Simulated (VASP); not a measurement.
Wanted: the native input for a VASP 6.6.1 run.

```yaml
Task: density of states
Functional: PBE
Potentials_or_basis: VASP PAW PBE potentials, release 64 (Zn, O)
Cutoff: 520 eV
k_mesh: 13 × 13 × 7
Occupations: fermi-dirac, width 0.05 eV
Spin: no spin polarisation
Dipole_correction: no
k_mesh_for_the_DOS: 20 × 20 × 11
Occupations_for_the_DOS: tetrahedron
Further_INCAR_settings: ALGO = Normal; EDIFF = 1e-06; NBANDS = 26
```

ZnO (wurtzite type):

```
Zn O
1.0
     3.14316    0.00000    0.00000
    -1.57158    2.72206    0.00000
     0.00000    0.00000    5.07042
Zn O
2 2
Direct
  0.33333 0.66667 0.99846
  0.66667 0.33333 0.49846
  0.33333 0.66667 0.37754
  0.66667 0.33333 0.87754
```

This cell differs from its parent crystal: volume scaled by 0.88.

One way to write it, as run:

POSCAR

```
ZnO
1.0
    3.1431602931      0.0000000000      0.0000000000
   -1.5715801465      2.7220566620      0.0000000000
    0.0000000000      0.0000000000      5.0704162250
Zn O
2 2
Direct
    0.3333333333      0.6666666667     -0.0015389875
    0.6666666667      0.3333333333      0.4984610125
    0.3333333333      0.6666666667      0.3775389875
    0.6666666667      0.3333333333      0.8775389875
```

INCAR.step1

```
SYSTEM = ZnO
ALGO = Normal
EDIFF = 1E-6
ENCUT = 520
GGA = PE
ISIF = 2
ISMEAR = -1
LASPH = .True.
LCHARG = .True.
LREAL = .False.
LWAVE = .False.
NBANDS = 26
NELM = 100
PREC = Accurate
SIGMA = 0.05
```

KPOINTS.step1

```
k-points
0
Gamma
  13 13 7
  0 0 0
```

INCAR.step2

```
SYSTEM = ZnO
ALGO = Normal
EDIFF = 1E-6
ENCUT = 520
GGA = PE
ICHARG = 11
ISIF = 2
ISMEAR = -5
LASPH = .True.
LCHARG = .False.
LORBIT = 11
LREAL = .False.
LWAVE = .False.
NBANDS = 26
NEDOS = 2001
NELM = 100
PREC = Accurate
SIGMA = 0.05
```

KPOINTS.step2

```
k-points
0
Gamma
  20 20 11
  0 0 0
```

Potentials or basis: VASP PAW PBE potentials, release 64 (Zn, O).

Run with:

```sh
$ cat potpaw_PBE.64/Zn/POTCAR potpaw_PBE.64/O/POTCAR > POTCAR
$ cp INCAR.step1 INCAR
$ cp KPOINTS.step1 KPOINTS
$ mpirun -np 1 vasp_std > vasp.out
$ cp INCAR.step2 INCAR
$ cp KPOINTS.step2 KPOINTS
$ mpirun -np 1 vasp_std > vasp.out
```

Results of the run:

```json
{"Valence electrons inside the program's atomic spheres": "Zn 11.01; O 5.06"}
```

It took 5.7 min on 1 thread of AMD EPYC 7R13, with other jobs on the host, peak memory 0.32 GiB.
